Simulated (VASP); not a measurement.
# Na7H8 (a cell with a defect) in VASP: further runs

Runs on Na7H8 (a cell with a defect). Level: PBE. Tasks: single point.

Program: VASP 6.6.1. These are calculated values, not measurements. Logs are shortened: lines on timing, memory, paths and dates and some standing lists are left out, and cuts for length are marked.

## 1. The cell of the first run

The cell holds a defect, 15 atoms: a = 6.914 Å, b = 6.914 Å, c = 6.914 Å, α = 60.00°, β = 60.00°, γ = 60.00°.

## 2. Single point, PBE

Input file INCAR:

```
SYSTEM = Na7H8
ALGO = Normal
EDIFF = 1E-6
ENCUT = 520
GGA = PE
ISIF = 2
ISMEAR = 0
LASPH = .TRUE.
LCHARG = .FALSE.
LREAL = Auto
LWAVE = .FALSE.
NBANDS = 42
NELM = 80
PREC = Accurate
SIGMA = 0.1
```

Input file KPOINTS:

```
k-points
0
G
  3 3 3
  0 0 0
```

Input file POSCAR:

```
Na7H8
1.0
    0.0000000000      4.8892300000      4.8892300000
    4.8892300000      0.0000000000      4.8892300000
    4.8892300000      4.8892300000      0.0000000000
Na H
7 8
Direct
   -0.0290020105      0.0148918132      0.0135075462
   -0.0005921178      0.0057923231      0.4933809618
   -0.0006318991      0.4973694222      0.0018194071
    0.0272714722      0.4858706790      0.4844340520
    0.4984822764      0.0149404917      0.0131424580
    0.4991909769      0.6192669398     -0.1199850488
    0.5001974749      0.4858624978      0.4841826832
    0.2259877322      0.2590911043      0.2400547735
    0.2413768630      0.2459270683      0.7690742714
    0.2556064043      0.7562134528      0.2303813688
    0.2106665058      0.7479981510      0.7510972075
    0.7729057541      0.2590929451      0.2401345406
    0.7430594388      0.2687612364      0.7430175099
    0.7572451081      0.7300976841      0.2533258816
    0.7878515635      0.7481027687      0.7511887352
```

Potentials or basis: VASP PAW PBE potentials, release 64 (Na_pv, H).

Started as:

```
> cat potpaw_PBE.64/Na_pv/POTCAR potpaw_PBE.64/H/POTCAR > POTCAR
> mpirun -np 1 vasp_std > vasp.out
```

OUTCAR:

```text
SYSTEM = Na7H8
   EDIFF = 1E-6
   ENCUT = 520
   GGA = PE
   ISIF = 2
   ISMEAR = 0
   LASPH = .TRUE.
   LREAL = Auto
   NELM = 80
   PREC = Accurate

 ion  position               nearest neighbor table
   1  0.971  0.015  0.014-
   2  0.999  0.006  0.493-
   3  0.999  0.497  0.002-
   4  0.027  0.486  0.484-
   5  0.498  0.015  0.013-
   6  0.499  0.619  0.880-
   7  0.500  0.486  0.484-
   8  0.226  0.259  0.240-
   9  0.241  0.246  0.769-
  10  0.256  0.756  0.230-
  11  0.211  0.748  0.751-
  12  0.773  0.259  0.240-
  13  0.743  0.269  0.743-
  14  0.757  0.730  0.253-
  15  0.788  0.748  0.751-

  LATTYP: Found a face centered cubic cell.
 ALAT       =     9.7784600000

  Lattice vectors:

 A1 = (   0.0000000000,   4.8892300000,   4.8892300000)
 A2 = (   4.8892300000,   0.0000000000,   4.8892300000)
 A3 = (   4.8892300000,   4.8892300000,   0.0000000000)

Analysis of symmetry for initial positions (statically):
=====================================================================
 Subroutine PRICEL returns:
 Original cell was already a primitive cell.

 Routine SETGRP: Setting up the symmetry group for a
 face centered cubic supercell.

 Subroutine GETGRP returns: Found  1 space group operations
 (whereof  1 operations were pure point group operations)
 out of a pool of 48 trial point group operations.

The static configuration has the point symmetry C_1 .

Analysis of symmetry for dynamics (positions and initial velocities):
=====================================================================
 Subroutine PRICEL returns:
 Original cell was already a primitive cell.

 Routine SETGRP: Setting up the symmetry group for a
 face centered cubic supercell.

 Subroutine GETGRP returns: Found  1 space group operations
 (whereof  1 operations were pure point group operations)
 out of a pool of 48 trial point group operations.

The dynamic configuration has the point symmetry C_1 .

 Subroutine INISYM returns: Found  1 space group operations
 (whereof  1 operations are pure point group operations),
 and found     1 'primitive' translations

----------------------------------------------------------------------------------------

                                     Primitive cell

  volume of cell :     233.7499

  direct lattice vectors                    reciprocal lattice vectors
     0.000000000  4.889230000  4.889230000    -0.102265592  0.102265592  0.102265592
     4.889230000  0.000000000  4.889230000     0.102265592 -0.102265592  0.102265592
     4.889230000  4.889230000  0.000000000     0.102265592  0.102265592 -0.102265592

  length of vectors
     6.914415376  6.914415376  6.914415376     0.177129201  0.177129201  0.177129201

  position of ions in fractional coordinates (direct lattice)
     0.970997989  0.014891813  0.013507546
     0.999407882  0.005792323  0.493380962
     0.999368101  0.497369422  0.001819407
     0.027271472  0.485870679  0.484434052
     0.498482276  0.014940492  0.013142458
     0.499190977  0.619266940  0.880014951
     0.500197475  0.485862498  0.484182683
     0.225987732  0.259091104  0.240054773
     0.241376863  0.245927068  0.769074271
     0.255606404  0.756213453  0.230381369
     0.210666506  0.747998151  0.751097208
     0.772905754  0.259092945  0.240134541
     0.743059439  0.268761236  0.743017510
     0.757245108  0.730097684  0.253325882
     0.787851563  0.748102769  0.751188735

  ion indices of the primitive-cell ions
   primitive index   ion index
                 1           1
                 2           2
                 3           3
                 4           4
                 5           5
                 6           6
                 7           7
                 8           8
                 9           9
                10          10
                11          11
                12          12
                13          13
                14          14
                15          15

----------------------------------------------------------------------------------------

 KPOINTS: k-points

Automatic generation of k-mesh.
 Grid dimensions read from file:
 generate k-points for:    3    3    3

 Generating k-lattice:

  Cartesian coordinates                     Fractional coordinates (reciprocal lattice)
    -0.034088531  0.034088531  0.034088531     0.333333333  0.000000000  0.000000000
     0.034088531 -0.034088531  0.034088531     0.000000000  0.333333333  0.000000000
     0.034088531  0.034088531 -0.034088531     0.000000000  0.000000000  0.333333333

  Length of vectors
     0.059043067  0.059043067  0.059043067

  Shift w.r.t. Gamma in fractional coordinates (k-lattice)
     0.000000000  0.000000000  0.000000000

 Subroutine IBZKPT returns following result:
 ===========================================

 Found     14 irreducible k-points:

 Following reciprocal coordinates:
            Coordinates               Weight
  0.000000  0.000000  0.000000      1.000000
  0.333333  0.000000  0.000000      2.000000
  0.000000  0.333333  0.000000      2.000000
  0.000000  0.000000  0.333333      2.000000
  0.333333  0.333333  0.333333      2.000000
  0.333333  0.333333  0.000000      2.000000
  0.000000  0.333333  0.333333      2.000000
  0.333333  0.000000  0.333333      2.000000
 -0.333333  0.333333  0.000000      2.000000
  0.000000 -0.333333  0.333333      2.000000
  0.333333  0.000000 -0.333333      2.000000
  0.333333  0.333333 -0.333333      2.000000
 -0.333333  0.333333 -0.333333      2.000000
  0.333333 -0.333333 -0.333333      2.000000
   k-points           NKPTS =     14   k-points in BZ     NKDIM =     14   number of bands    NBANDS=     42
   number of dos      NEDOS =    301   number of ions     NIONS =     15
   total plane-waves  NPLWV = 157464
   dimension x,y,z NGX =    54 NGY =   54 NGZ =   54
   dimension x,y,z NGXF=   108 NGYF=  108 NGZF=  108
   ions per type =               7   8
   NGX,Y,Z   is equivalent  to a cutoff of  12.98, 12.98, 12.98 a.u.
   NGXF,Y,Z  is equivalent  to a cutoff of  25.97, 25.97, 25.97 a.u.
 SYSTEM =  Na7H8
   PREC   = accura    normal or accurate (medium, high low for compatibility)
   ISTART =      0    job   : 0-new  1-cont  2-samecut
   ICHARG =      2    charge: 1-file 2-atom 10-const
   ISPIN  =      1    spin polarized calculation?
   LNONCOLLINEAR =      F non collinear calculations
   LSORBIT =      F    spin-orbit coupling
   LASPH  =      T    aspherical Exc in radial PAW
   ENCUT  =  520.0 eV  38.22 Ry    6.18 a.u.  12.86 12.86 12.86*2*pi/ulx,y,z
   NELM   =     80;   NELMIN=  2; NELMDL= -5     # of ELM steps
   EDIFF  = 0.1E-05   stopping-criterion for ELM
   LREAL  =      T    real-space projection
   EDIFFG = 0.1E-04   stopping-criterion for IOM
   NSW    =      0    number of steps for IOM
   IBRION =     -1    ionic relax: 0-MD 1-quasi-New 2-CG
   NFREE  =      0    steps in history (QN), initial steepest desc. (CG)
   ISIF   =      2    stress and relaxation
   ISYM   =      2    0-nonsym 1-usesym 2-fastsym
   POTIM  = 0.5000    time-step for ionic-motion
   TEBEG  =    0.0;   TEEND  =   0.0 temperature during run
   PSTRESS=    0.0 pullay stress
   NELECT =      57.0000    total number of electrons
   NUPDOWN=      -1.0000    fix difference up-down
   EMIN   =  10.00;   EMAX   =-10.00  energy-range for DOS
   EFERMI =   0.00;   METHOD = LEGACY
   ISMEAR =     0;   SIGMA  =   0.10  broadening in eV -4-tet -1-fermi 0-gaus
   EFERMI_NEDOS =   21; number of points for ismear=-14 and -15
   IALGO  =     38    algorithm
   IMIX   =      4    mixing-type and parameters
     AMIX     =   0.40;   BMIX     =  1.00
     AMIX_MAG =   1.60;   BMIX_MAG =  1.00
  volume/ion in A,a.u.               =      15.58       105.16
  Fermi-wavevector in a.u.,A,eV,Ry     =   1.022781  1.932776 14.232796  1.046081
  Thomas-Fermi vector in A             =   2.156479
   LORBIT       =      0    0 simple, 1 ext, 2 COOP (PROOUT), +10 PAW based schemes
   GGA     = PE    functional components
   LHFCALC =     F    Hartree Fock is set to
   AEXX    =    0.0000 exact exchange contribution
   IVDW    =     0    specifies the selected vdW correction
   LEPSILON=     F    determine dielectric tensor
   LRPA    =     F    only Hartree local field effects (RPA)
 non-spin polarized calculation
 Gauss-broadening in eV      SIGMA  =   0.10
  energy-cutoff  :      520.00
  volume of cell :      233.75
 maximum number of plane-waves:      6302
 NGX is ok and might be reduce to    54
   NGX = 25   NGY = 25   NGZ = 25

 number of electron      56.9999994 magnetization

 Free energy of the ion-electron system (eV)
  ---------------------------------------------------
  ext. energy  EPLUGINS =         0.00000000
  ---------------------------------------------------
  free energy    TOTEN  =       -36.11644084 eV

  energy without entropy =      -36.07036338  energy(sigma->0) =      -36.09340211

 E-fermi :  -1.7897     XC(G=0):  -7.2532

 val. band max:       -1.7991065608   @ k =   0.0000   0.0000   0.0000
 cond. band min:      -1.7875359974   @ k =   0.3333   0.3333   0.0000
 fundamental gap:      0.0115705634
 Fermi energy:        -1.7896900395

 k-point     1 :       0.0000    0.0000    0.0000
  band No.  band energies     occupation
      1     -24.1377      2.00000
      2     -24.1304      2.00000
      3     -24.0952      2.00000
      4     -24.0277      2.00000
      5     -24.0220      2.00000
      6     -24.0176      2.00000
[... 32 lines left out ...]
     39       8.5272      0.00000
[... 558 lines left out ...]
     39       5.8764      0.00000
     40       6.2079      0.00000
 [bands above 40 left out]

------------------------ aborting loop because EDIFF is reached ----------------------------------------

  FORCE on cell =-STRESS in cart. coord.  units (eV):
  Direction    XX          YY          ZZ          XY          YZ          ZX
  --------------------------------------------------------------------------------------
  -------------------------------------------------------------------------------------
  Total       -1.1102965     -0.6372394     -0.6390255     -0.0002709      0.7079519     -0.0000740
  in kB       -7.6102367     -4.3677902     -4.3800327     -0.0018567      4.8524707     -0.0005069
  external PRESSURE =      -5.4526865 kB  Pullay stress =       0.0000000 kB

 VOLUME and BASIS-vectors are now :
 -----------------------------------------------------------------------------
  energy-cutoff  :      520.00
  volume of cell :      233.75
      direct lattice vectors                 reciprocal lattice vectors
     0.000000000  4.889230000  4.889230000    -0.102265592  0.102265592  0.102265592
     4.889230000  0.000000000  4.889230000     0.102265592 -0.102265592  0.102265592
     4.889230000  4.889230000  0.000000000     0.102265592  0.102265592 -0.102265592

 POSITION                                       TOTAL-FORCE (eV/Angst)
 -----------------------------------------------------------------------------------
      0.13885      4.81347      4.82024         0.007175     -0.013446      0.003562
      2.44057      7.29859      4.91465         0.000023      0.041480     -0.041657
      2.44065      4.89504      7.31789        -0.000006     -0.043012      0.042023
      4.74404      2.50185      2.50887        -0.007961     -0.002735      0.014190
      0.13730      2.50145      2.51024         0.007788     -0.002684      0.012482
      7.33033      6.74325      5.46840        -0.000527      0.172546     -0.172919
      4.74277      4.81286      4.82107        -0.006760     -0.013117      0.002864
      2.44044      2.27859      2.37166         0.000281     -0.020256      0.027927
      4.96258      4.94033      2.38254         0.012100     -0.040536      0.040656
      4.82369      2.37611      4.94702        -0.042772      0.002593     -0.002673
      7.32942      4.70228      4.68713         0.000149      0.038061      0.053100
      2.44084      4.95299      5.04568         0.000011     -0.027684      0.019976
      4.94682      7.26577      4.94702         0.042931      0.002266     -0.002621
      4.80818      4.94091      7.27196        -0.012403     -0.040946      0.040578
      7.33038      7.52472      7.50963        -0.000029     -0.052532     -0.037487
 -----------------------------------------------------------------------------------
    total drift:                               -0.000006     -0.000691     -0.002684

  FREE ENERGIE OF THE ION-ELECTRON SYSTEM (eV)
  ---------------------------------------------------
  free  energy   TOTEN  =       -36.1164408443 eV

  energy  without entropy=      -36.0703633805  energy(sigma->0) =      -36.09340211
```

It took 3.3 min on 1 thread of AMD EPYC 9R45 (Zen 5), shared host; peak memory 0.37 GiB.

What came out:

```
Free energy   : -36.1164 eV
Pressure      : -0.5 GPa
Largest force : 0.244 eV/Å
```

Forces in eV/Å, atoms in the order of the input:
```
Na   0.007 -0.013  0.004
Na   0.000  0.041 -0.042
Na   0.000 -0.043  0.042
Na  -0.008 -0.003  0.014
Na   0.008 -0.003  0.012
Na  -0.001  0.173 -0.173
Na  -0.007 -0.013  0.003
H    0.000 -0.020  0.028
H    0.012 -0.041  0.041
H   -0.043  0.003 -0.003
H    0.000  0.038  0.053
H    0.000 -0.028  0.020
H    0.043  0.002 -0.003
H   -0.012 -0.041  0.041
H    0.000 -0.053 -0.037
```

Caveat: the k points lie up to 0.37 Å⁻¹ apart.

## 3. Single point, PBE

Input file INCAR:

```
ALGO = Normal
EDIFF = 1E-7
ENCUT = 520
GGA = PE
ISIF = 2
ISMEAR = 0
LASPH = T
LCHARG = F
LREAL = Auto
LWAVE = F
NBANDS = 42
NELM = 80
PREC = Accurate
SIGMA = 0.1
```

Input file KPOINTS:

```
k-points
0
Gamma
  3 3 3
```

Input file POSCAR:

```
Na7H8
1.0
    0.0000000000      4.8892300000      4.8892300000
    4.8892300000      0.0000000000      4.8892300000
    4.8892300000      4.8892300000      0.0000000000
Na H
7 8
Direct
   -0.0291002878      0.0158325544      0.0126388000
   -0.0008044211      0.0044229869      0.4948580860
   -0.0007499136      0.4959961998      0.0033180071
    0.0269052591      0.4868016027      0.4837606331
    0.4983300029      0.0159935205      0.0123853858
    0.4989414489      0.8825478654     -0.3830810782
    0.4999573552      0.4868824948      0.4831369152
    0.2257908710      0.2426771700      0.2566752842
    0.2553776362      0.2331279158      0.7537389323
    0.2412315436      0.7716948272      0.2433277837
    0.2104679060      0.7537115251      0.7455223011
    0.7727728088      0.2427635844      0.2565643261
    0.7570193057      0.2559132011      0.7276868750
    0.7429181078      0.7455999206      0.2662426394
    0.7876785302      0.7538089842      0.7455721044
```

Potentials or basis: VASP PAW PBE potentials, release 64 (Na_pv, H).

Started as:

```
> cat potpaw_PBE.64/Na_pv/POTCAR potpaw_PBE.64/H/POTCAR > POTCAR
> mpirun -np 1 vasp_std > vasp.out
```

OUTCAR:

```text
EDIFF = 1E-7
   ENCUT = 520
   GGA = PE
   ISIF = 2
   ISMEAR = 0
   LASPH = T
   LREAL = Auto
   NELM = 80
   PREC = Accurate

 ion  position               nearest neighbor table
   1  0.971  0.016  0.013-
   2  0.999  0.004  0.495-
   3  0.999  0.496  0.003-
   4  0.027  0.487  0.484-
   5  0.498  0.016  0.012-
   6  0.499  0.883  0.617-
   7  0.500  0.487  0.483-
   8  0.226  0.243  0.257-
   9  0.255  0.233  0.754-
  10  0.241  0.772  0.243-
  11  0.210  0.754  0.746-
  12  0.773  0.243  0.257-
  13  0.757  0.256  0.728-
  14  0.743  0.746  0.266-
  15  0.788  0.754  0.746-

  LATTYP: Found a face centered cubic cell.
 ALAT       =     9.7784600000

  Lattice vectors:

 A1 = (   0.0000000000,   4.8892300000,   4.8892300000)
[... 205 lines left out ...]
      4     -24.0276      2.00000
      5     -24.0219      2.00000
      6     -24.0175      2.00000
[... 591 lines left out ...]
     39       5.8766      0.00000
     40       6.2081      0.00000
 [bands above 40 left out]

------------------------ aborting loop because EDIFF is reached ----------------------------------------

  FORCE on cell =-STRESS in cart. coord.  units (eV):
  Direction    XX          YY          ZZ          XY          YZ          ZX
  --------------------------------------------------------------------------------------
  -------------------------------------------------------------------------------------
  Total       -1.1052266     -0.6328439     -0.6309092     -0.0022629      0.7087889     -0.0017288
  in kB       -7.5754864     -4.3376631     -4.3244022     -0.0155105      4.8582075     -0.0118499
  external PRESSURE =      -5.4125172 kB  Pullay stress =       0.0000000 kB

 VOLUME and BASIS-vectors are now :
 -----------------------------------------------------------------------------
  energy-cutoff  :      520.00
  volume of cell :      233.75
      direct lattice vectors                 reciprocal lattice vectors
     0.000000000  4.889230000  4.889230000    -0.102265592  0.102265592  0.102265592
     4.889230000  0.000000000  4.889230000     0.102265592 -0.102265592  0.102265592
     4.889230000  4.889230000  0.000000000     0.102265592  0.102265592 -0.102265592

 POSITION                                       TOTAL-FORCE (eV/Angst)
 -----------------------------------------------------------------------------------
      0.13920      4.80875      4.82436         0.007327      0.002876     -0.012727
      2.44110      7.30477      4.90692         0.000371      0.042187     -0.043492
      2.44126      4.90179      7.31060         0.000041     -0.041698      0.041164
      4.74530      2.49676      2.51163        -0.007961      0.013352     -0.001535
      0.13875      2.49700      2.51465         0.007426      0.012966     -0.003630
      7.33124      5.45570      6.75442        -0.000337     -0.172854      0.173185
      4.74265      4.80657      4.82489        -0.006886      0.003623     -0.013246
      2.44145      2.35889      2.29045         0.000451      0.027990     -0.020237
      4.82502      4.93380      2.38842        -0.043552     -0.002262      0.002002
      4.96268      2.36912      4.95243         0.012495      0.040899     -0.040539
      7.33010      4.67406      4.71409         0.000190      0.052664      0.038023
      2.44133      5.03267      4.96519        -0.000290      0.019863     -0.027722
      4.80905      7.25907      4.95246        -0.012594      0.040337     -0.040768
      4.94713      4.93402      7.27771         0.043430     -0.002606      0.001829
      7.33082      7.49642      7.53669        -0.000112     -0.037335     -0.052307
 -----------------------------------------------------------------------------------
    total drift:                                0.000101     -0.001066     -0.002464

  FREE ENERGIE OF THE ION-ELECTRON SYSTEM (eV)
  ---------------------------------------------------
  free  energy   TOTEN  =       -36.1162264972 eV

  energy  without entropy=      -36.0701606631  energy(sigma->0) =      -36.09319358
```

stdout:

```text
POSCAR found type information on POSCAR NaH
 POSCAR found :  2 types and      15 ions
 scaLAPACK will be used
 LDA part: xc-table for (Slater+PW92), standard interpolation
 POSCAR, INCAR and KPOINTS ok, starting setup
 FFT: planning ... GRIDC
 FFT: planning ... GRID_SOFT
 FFT: planning ... GRID
 WAVECAR not read
 entering main loop
```

It took 3.5 min on 1 thread of AMD EPYC 9R45 (Zen 5), shared host; peak memory 0.37 GiB.

What came out:

* Free energy: -36.1162 eV
* Pressure: -0.5 GPa
* Largest force: 0.245 eV/Å

Forces on the atoms (eV/Å):
```
Na   0.007  0.003 -0.013
Na   0.000  0.042 -0.043
Na   0.000 -0.042  0.041
Na  -0.008  0.013 -0.002
Na   0.007  0.013 -0.004
Na   0.000 -0.173  0.173
Na  -0.007  0.004 -0.013
H    0.000  0.028 -0.020
H   -0.044 -0.002  0.002
H    0.012  0.041 -0.041
H    0.000  0.053  0.038
H    0.000  0.020 -0.028
H   -0.013  0.040 -0.041
H    0.043 -0.003  0.002
H    0.000 -0.037 -0.052
```

Levels at points of the mesh, in eV from the Fermi level:
```tsv
k point	band 25	band 26	band 27	band 28	band 29	band 30	band 31	band 32	band 33	band 34
(0.00, 0.00, 0.00)	-0.66	-0.61	-0.20	-0.01	0.01	3.91	3.96	4.01	4.55	5.02
```

Caveat: the k points lie up to 0.37 Å⁻¹ apart.
